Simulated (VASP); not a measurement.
# InP2N3 (P-3m1) in VASP: a series of runs, part 2 of 2

VASP 6.6.1.

### Step 3. Single point, PBE, collinear spin, ferromagnetic start

This run uses another cell than the first one, of 11.32 Å³/atom, 0.850 times its volume.

File INCAR:

```
SYSTEM = InP2N3
PREC = Accurate
ENCUT = 520
EDIFF = 1E-6
ISMEAR = 0
SIGMA = 0.1
LREAL = .False.
LASPH = .True.
NELM = 150
ALGO = Normal
ISIF = 2
LWAVE = .False.
LCHARG = .False.
ISPIN = 2
MAGMOM = 0 0 0 1 1 1
LORBIT = 11
GGA = PE
NBANDS = 32
```

File KPOINTS:

```
regular mesh
0
Gamma
  6 6 2
  0 0 0
```

File POSCAR:

```
InP2N3
1.0
    3.1932186860      0.0000000000      0.0000000000
   -1.5966093430      2.7654085019      0.0000000000
    0.0000000000      0.0000000000      7.6910984034
In P N
1 2 3
Direct
    0.0000000000      0.0000000000      0.5000000000
    0.3333333333      0.6666666667      0.1562652293
    0.6666666667      0.3333333333      0.8437347707
    0.3333333333      0.6666666667      0.6878198894
    0.0000000000      0.0000000000      0.0000000000
    0.6666666667      0.3333333333      0.3121801106
```

Potentials or basis: VASP PAW PBE potentials, release 64 (In_d, P, N).

The run is started by

```sh
$ cat potpaw_PBE.64/In_d/POTCAR potpaw_PBE.64/P/POTCAR potpaw_PBE.64/N/POTCAR > POTCAR
$ mpirun -np 1 vasp_std > vasp.out
```

Run time: 96 s. Hardware: 1 thread of AMD EPYC 7R43 (Zen 3), shared host; peak memory 0.2 GiB.

It converged, with:

| Property | Result |
| --- | --- |
| Free energy | -32.7319 eV |
| Pressure | -0.4 GPa |
| Largest force | 0.025 eV/Å |
| Band gap on the k mesh | zero (filled and empty bands overlap) |
| Net moment | 0.00 μB per cell |
| Valence electrons inside the program's atomic spheres | In 11.41; P 2.22; N 3.59, 3.55 |

Forces on the atoms (eV/Å):
```
In   0.000  0.000  0.000
P    0.000  0.000 -0.001
P    0.000  0.000  0.001
N    0.000  0.000  0.025
N    0.000  0.000  0.000
N    0.000  0.000 -0.025
```

Levels at points of the mesh, in eV from the Fermi level:
Spin up:
```
           k point  band 16  band 17  band 18  band 19  band 20  band 21  band 22  band 23
(0.00, 0.00, 0.00)    -2.58    -2.58    -2.48    -0.46    -0.34     1.63     1.63     2.78
(0.50, 0.00, 0.00)    -4.15    -3.67    -3.22    -0.63     0.15     2.81     2.99     3.07
(0.00, 0.00, 0.50)    -2.45    -2.45    -1.53    -0.88    -0.18     1.42     1.42     2.61
(0.50, 0.00, 0.50)    -3.62    -2.57    -2.48    -1.87     0.48     2.44     2.71     3.74
```
Spin down:
| k point | band 15 | band 16 | band 17 | band 18 | band 19 | band 20 | band 21 | band 22 | band 23 | band 24 |
| --- | --- | --- | --- | --- | --- | --- | --- | --- | --- | --- |
| (0.00, 0.00, 0.00) | -2.74 | -2.58 | -2.58 | -2.48 | -0.46 | -0.34 | 1.63 | 1.63 | 2.78 | 3.69 |
| (0.50, 0.00, 0.00) | -4.24 | -4.15 | -3.67 | -3.22 | -0.63 | 0.15 | 2.81 | 2.99 | 3.07 | 4.30 |
| (0.00, 0.00, 0.50) | -2.83 | -2.45 | -2.45 | -1.53 | -0.88 | -0.18 | 1.42 | 1.42 | 2.61 | 4.04 |
| (0.50, 0.00, 0.50) | -4.41 | -3.62 | -2.57 | -2.48 | -1.87 | 0.48 | 2.44 | 2.71 | 3.74 | 4.65 |

Caveat: the k points lie up to 0.41 Å⁻¹ apart; spin-orbit coupling is left out, which moves the levels of the heavy elements.

### Step 4. Single point, PBE, collinear spin, ferromagnetic start

File INCAR:

```
  PREC = Accurate
  ENCUT = 520
  EDIFF = 1E-7
  ISMEAR = 0
  SIGMA = 0.1
  LREAL = F
  LASPH = T
  NELM = 150
  ALGO = Normal
  ISIF = 2
  LWAVE = F
  LCHARG = F
  ISPIN = 2
  MAGMOM = 0 0 0 1 1 1
  LORBIT = 11
  GGA = PE
  NBANDS = 32
```

File KPOINTS:

```
regular mesh
0
Gamma
  6 6 2
```

File POSCAR:

```
InP2N3
1.0
    3.3073196600      0.0000000000      0.0000000000
   -1.6536598300      2.8642228400      0.0000000000
    0.0000000000      0.0000000000      8.4384093900
In P N
1 2 3
Direct
    0.0000000000      0.0000000000      0.5000000000
    0.3333333300      0.6666666700      0.1481249900
    0.6666666700      0.3333333300      0.8518750100
    0.3333333300      0.6666666700      0.7056319700
    0.0000000000      0.0000000000      0.0000000000
    0.6666666700      0.3333333300      0.2943680300
```

The run is started by

```sh
$ cat potpaw_PBE.64/In_d/POTCAR potpaw_PBE.64/P/POTCAR potpaw_PBE.64/N/POTCAR > POTCAR
$ mpirun -np 1 vasp_std > vasp.out
```

Run time: 2.1 min. Hardware: 1 thread of AMD EPYC 7R43 (Zen 3), shared host; peak memory 0.25 GiB.

It converged, with:

```yaml
Free_energy: -31.7894 eV
Pressure: -19.0 GPa
Largest_force: 0.985 eV/Å
Band_gap_on_the_k_mesh: zero (filled and empty bands overlap)
Net_moment: 0.00 μB per cell
Valence_electrons_inside_the_program's_atomic_spheres: In 11.21; P 2.17; N 3.48
```

Forces in eV/Å, atoms in the order of the input:
```
In   0.000  0.000  0.000
P    0.000  0.000  0.985
P    0.000  0.000 -0.985
N    0.000  0.000  0.487
N    0.000  0.000  0.000
N    0.000  0.000 -0.487
```

Stress tensor (GPa, compression positive):
```
-17.74   0.00   0.00
  0.00 -17.74   0.00
  0.00   0.00 -21.45
```

Levels at points of the mesh, in eV from the Fermi level:
Spin up:
```csv
k point,band 17,band 18,band 19,band 20,band 21,band 22
"(0.00, 0.00, 0.00)",-1.78,-1.78,-0.34,-0.32,1.83,1.83
"(0.50, 0.00, 0.00)",-2.89,-2.10,-0.39,-0.17,2.05,2.48
"(0.00, 0.00, 0.50)",-1.69,-1.57,-0.80,0.02,1.75,1.75
"(0.50, 0.00, 0.50)",-2.25,-1.78,-1.51,0.32,2.37,2.37
```
Spin down:
```csv
k point,band 15,band 16,band 17,band 18,band 19,band 20,band 21,band 22,band 23,band 24
"(0.00, 0.00, 0.00)",-1.83,-1.83,-1.78,-1.78,-0.34,-0.32,1.83,1.83,2.32,2.76
"(0.50, 0.00, 0.00)",-3.65,-3.22,-2.89,-2.10,-0.39,-0.17,2.05,2.48,3.07,4.33
"(0.00, 0.00, 0.50)",-1.91,-1.69,-1.69,-1.57,-0.80,0.02,1.75,1.75,1.79,3.42
"(0.50, 0.00, 0.50)",-3.17,-3.02,-2.25,-1.78,-1.51,0.32,2.37,2.37,2.70,4.44
```

Caveat: the k points lie up to 0.37 Å⁻¹ apart; spin-orbit coupling is left out, which moves the levels of the heavy elements.

### Step 5. Single point, PBE

This run uses another cell than the first one, of 11.32 Å³/atom, 0.849 times its volume.

File INCAR:

```
SYSTEM = InP2N3
PREC     = Accurate       ! precision mode
ENCUT    = 520            ! plane-wave cutoff, eV
EDIFF    = 1E-7           ! SCF threshold, eV
ISMEAR   = 0              ! smearing method
SIGMA    = 0.1            ! smearing width, eV
LREAL    = .FALSE.        ! projectors in reciprocal space
LASPH    = .TRUE.         ! aspherical terms in the spheres
NELM     = 60             ! most SCF steps
ALGO     = Normal         ! electronic algorithm
ISIF     = 2              ! what is computed and relaxed
LWAVE    = .FALSE.        ! write WAVECAR
LCHARG   = .TRUE.         ! write CHGCAR
GGA      = PE             ! functional
LELF     = .TRUE.         ! ELF
LVHAR    = .TRUE.       
NBANDS   = 28             ! bands
```

File KPOINTS:

```
regular mesh
0
G
  12 12 6
  0 0 0
```

File POSCAR:

```
InP2N3
1.0
    3.1881901719      0.0000000000      0.0000000000
   -1.5940950859      2.7610536809      0.0000000000
    0.0000000000      0.0000000000      7.7136687969
In P N
1 2 3
Direct
    0.0000000000      0.0000000000      0.5000000000
    0.3333333333      0.6666666667      0.1562785877
    0.6666666667      0.3333333333      0.8437214123
    0.3333333333      0.6666666667      0.6891972601
    0.0000000000      0.0000000000      0.0000000000
    0.6666666667      0.3333333333      0.3108027399
```

The run is started by

```sh
$ cat potpaw_PBE.64/In_d/POTCAR potpaw_PBE.64/P/POTCAR potpaw_PBE.64/N/POTCAR > POTCAR
$ mpirun -np 1 vasp_std > vasp.out
```

It took 4.3 min on 1 thread of AMD EPYC 7R43 (Zen 3), shared host; peak memory 0.26 GiB.

It converged, with:

* Free energy: -32.7170 eV
* Pressure: -0.1 GPa
* Largest force: 0.021 eV/Å
* Band gap on the k mesh: zero (band 19 reaches 10.00 eV, above the bottom of band 20 at 9.39 eV)

Forces on the atoms (eV/Å):
```
In   0.000  0.000  0.000
P    0.000  0.000 -0.002
P    0.000  0.000  0.002
N    0.000  0.000  0.021
N    0.000  0.000  0.000
N    0.000  0.000 -0.021
```

Stress tensor (GPa, compression positive):
```
-0.13  0.00  0.00
 0.00 -0.13  0.00
 0.00  0.00 -0.05
```

Levels at points of the mesh, in eV from the Fermi level:
```tsv
k point	band 15	band 16	band 17	band 18	band 19	band 20	band 21	band 22	band 23	band 24
(0.00, 0.00, 0.00)	-2.90	-2.75	-2.75	-2.66	-0.58	-0.49	1.50	1.50	2.66	3.56
(0.50, 0.00, 0.00)	-4.43	-4.32	-3.87	-3.36	-0.77	-0.01	2.60	2.81	2.94	4.14
(0.00, 0.00, 0.50)	-3.00	-2.63	-2.63	-1.67	-1.03	-0.32	1.30	1.30	2.46	3.91
(0.50, 0.00, 0.50)	-4.57	-3.77	-2.74	-2.65	-2.02	0.32	2.32	2.54	3.55	4.51
```

Caveat: spin-orbit coupling is left out, which moves the levels of the heavy elements.

### Step 6. The runs side by side

```tsv
task	spin	cell	k mesh	cutoff (eV)	gap on the mesh (eV)	pressure (GPa)	moment (μB)	largest force (eV/Å)
relaxation of cell and atoms	off	relaxed from a = 3.307, b = 3.307, c = 8.438 Å, angles 90.0, 90.0, 120.0°, 6 atoms	6 × 6 × 2	600	none	0.0	-	0.04
single point	collinear, ferromagnetic start	a = 3.193, b = 3.193, c = 7.691 Å, angles 90.0, 90.0, 120.0°, 6 atoms	6 × 6 × 2	520	none	-0.4	0.00	0.02
single point	collinear, ferromagnetic start	a = 3.307, b = 3.307, c = 8.438 Å, angles 90.0, 90.0, 120.0°, 6 atoms	6 × 6 × 2	520	none	-19.0	0.00	0.98
single point	off	a = 3.188, b = 3.188, c = 7.714 Å, angles 90.0, 90.0, 120.0°, 6 atoms	12 × 12 × 6	520	none	-0.1	-	0.02
```

Alike in all rows: level PBE; potentials or basis VASP PAW PBE potentials, release 64 (In_d, P, N); smearing gaussian 0.1 eV.

Caveats: some runs use coarse meshes; spin-orbit coupling is left out, which moves the levels of the heavy elements.

Absolute energies hang on the potentials; compare differences alone.
